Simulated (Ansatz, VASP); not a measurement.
# One calculation of HfN, two programs

```
Hf N
1.0
     0.00000    2.23411    2.23411
     2.23411    0.00000    2.23411
     2.23411    2.23411    0.00000
Hf N
1 1
Direct
  0.00000 0.00000 0.00000
  0.50000 0.50000 0.50000
```

Alike in both runs: functional LDA; k mesh 15 × 15 × 15; occupations fermi-dirac, width 0.1 eV; no spin polarisation.

Ansatz relaxed the structure, and its values are those at the end. VASP's run is a single point on that final structure, the one shown.

|  | VASP | Ansatz |
| --- | --- | --- |
| version | VASP 6.6.1 | Ansatz 0.2.0 |
| potentials or method | VASP PAW LDA potentials, release 64 (Hf_pv, N) | PAW with Ansatz's default frozen-core files, scalar-relativistic |
| plane-wave cutoff (eV) | 520 | 420 |
| valence electrons in the cell | 15 | 31 |

Ansatz gave:

| Property | Result |
| --- | --- |
| pressure (GPa) | 0.0 |

Which values does VASP return?

Pressure (GPa): -1.2.

LDA's correlation is that of Perdew and Zunger in VASP and of Perdew and Wang (1992) in Ansatz. VASP's potentials hold 15 valence electrons a cell and Ansatz's 31, so a difference there can come from the potentials and not from the codes.

Neither program's run includes spin-orbit coupling.
